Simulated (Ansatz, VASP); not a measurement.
## One calculation of TlBr, two programs

The input INCAR:

```
PREC     = Accurate       # precision mode
ENCUT    = 500            # plane-wave cutoff, eV
EDIFF    = 1E-6           # SCF threshold, eV
ISMEAR   = 0              # smearing method
SIGMA    = 0.01           # smearing width, eV
LREAL    = False          # projectors in reciprocal space
LASPH    = True           # aspherical terms in the spheres
NELM     = 120            # most SCF steps
ALGO     = Normal         # electronic algorithm
ISIF     = 2              # what is computed and relaxed
LWAVE    = False          # write WAVECAR
LCHARG   = False          # write CHGCAR
GGA      = PE             # functional
NBANDS   = 17             # bands
GGA_COMPAT= False
```

Contents of KPOINTS:

```
Automatic mesh
0
Gamma
  6 6 6
```

The input POSCAR:

```
TlBr
1.0
    3.9694213686      0.0000000000      0.0000000000
    0.0000000000      3.9694213686      0.0000000000
    0.0000000000      0.0000000000      3.9694213686
Tl Br
1 1
Direct
    0.0000000000      0.0000000000      0.0000000000
    0.5000000000      0.5000000000      0.5000000000
```

Input for Ansatz:

```yaml
crystal:
  lattice:
    - [3.9694213686, 0.0, 0.0]
    - [0.0, 3.9694213686, 0.0]
    - [0.0, 0.0, 3.9694213686]
  atoms:
    - { symbol: Tl, position: [0.0, 0.0, 0.0] }
    - { symbol: Br, position: [0.5, 0.5, 0.5] }
kpoints:
  mp_grid: { grid: [6, 6, 6] }
hamiltonian:
  xc: pbe
scf:
  occupations: { method: fixed }
  n_extra_bands: 4
output:
  forces: true
  stress: true
  eigenvalues: true
```

Alike in both runs: task single point; functional PBE; k mesh 6 × 6 × 6; no spin polarisation.

|  | VASP | Ansatz |
| --- | --- | --- |
| version | VASP 6.6.1 | Ansatz 0.2.0 |
| potentials or method | VASP PAW PBE potentials, release 64 (Tl_d, Br) | plane waves, PAW |
| plane-wave cutoff (eV) | 500 | 420 |
| occupations | gaussian, width 0.01 eV | fixed |
| valence electrons in the cell | 20 | 20 |

Ansatz gave:

* gap on the k mesh at the Fermi level (eV): 1.83
* pressure (GPa): 1.4

Question: Estimate VASP's values.

Answer: gap on the k mesh at the Fermi level (eV): 1.84; pressure (GPa): 1.4.

Neither program's run includes spin-orbit coupling.
